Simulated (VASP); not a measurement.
The system is SnH5.

```
CELL_PARAMETERS angstrom
3.94324 0.00000 0.00000
-1.97162 3.41495 0.00000
0.00000 0.00000 5.86782
ATOMIC_POSITIONS crystal
Sn 0.00000 0.00000 0.50000
H 0.00000 0.00000 0.20502
H 0.00000 0.00000 0.79498
H 0.00000 0.00000 0.00000
H 0.33333 0.66667 0.00000
H 0.66667 0.33333 0.00000
```

| Quantity | Value |
| --- | --- |
| Program | VASP 6.6.1 |
| Task | relaxation of cell and atoms |
| Functional | PBE |
| Potentials or basis | VASP PAW PBE potentials, release 64 (Sn_d, H) |
| Cutoff | 600 eV |
| k mesh | 6 × 6 × 4 |
| Occupations | gaussian, width 0.1 eV |
| Spin | no spin polarisation |

At the start: pressure -5.0 GPa; volume 13.17 Å³/atom.

Problem. Where does the relaxation end?

Solution. Over 17 steps the energy falls by 267.2 meV/atom and the volume is 8.42 Å³/atom (-36.1 %); space group P6/mmm (No. 191, to 0.05 Å).

The path:
| step | energy change (eV) | largest force (eV/Å) | pressure (GPa) | volume (Å³) |
| --- | --- | --- | --- | --- |
| 1 | 0.0000 | 2.5112 | -4.99 | 79.02 |
| 2 | -0.6804 | 1.4536 | -5.98 | 74.40 |
| 3 | -1.1045 | 1.0736 | -4.29 | 67.07 |
| 4 | -1.1127 | 0.4516 | -4.96 | 68.39 |
| 5 | -1.1153 | 0.5990 | -4.82 | 68.06 |
| 6 | -1.2842 | 0.5838 | -3.59 | 62.94 |
| 7 | -1.4294 | 0.6137 | -0.66 | 56.15 |
| 8 | -1.2053 | 0.8522 | 13.64 | 43.97 |
| 9 | -1.4518 | 0.6854 | 1.17 | 53.45 |
| 10 | -1.5394 | 0.1119 | 0.41 | 52.76 |
| 11 | -1.5594 | 0.2870 | -0.28 | 52.42 |
| 12 | -1.5577 | 0.5520 | -0.99 | 51.69 |
| 13 | -1.5656 | 0.4287 | -0.74 | 52.07 |
| 14 | -1.5842 | 0.1781 | -0.88 | 50.94 |
| 15 | -1.5916 | 0.2513 | -0.89 | 51.35 |
| 16 | -1.6027 | 0.0877 | -0.18 | 50.71 |
| 17 | -1.6035 | 0.0291 | 0.14 | 50.52 |

Final structure:
```xyz
6
Lattice="3.1277 0.0000 0.0000 -1.5638 2.7086 0.0000 0.0000 0.0000 5.9636" Properties=species:S:1:pos:R:3 pbc="T T T"
Sn    0.0000    0.0000    2.9818
H     0.0000    0.0000    1.0492
H    -1.5638    2.7086    4.9144
H     0.0000    0.0000    0.0000
H     0.0000    1.8058    0.0000
H     1.5638    0.9029    0.0000
```

Caveat: the volume moved by over 15 % at a fixed basis, so the end points are rough.
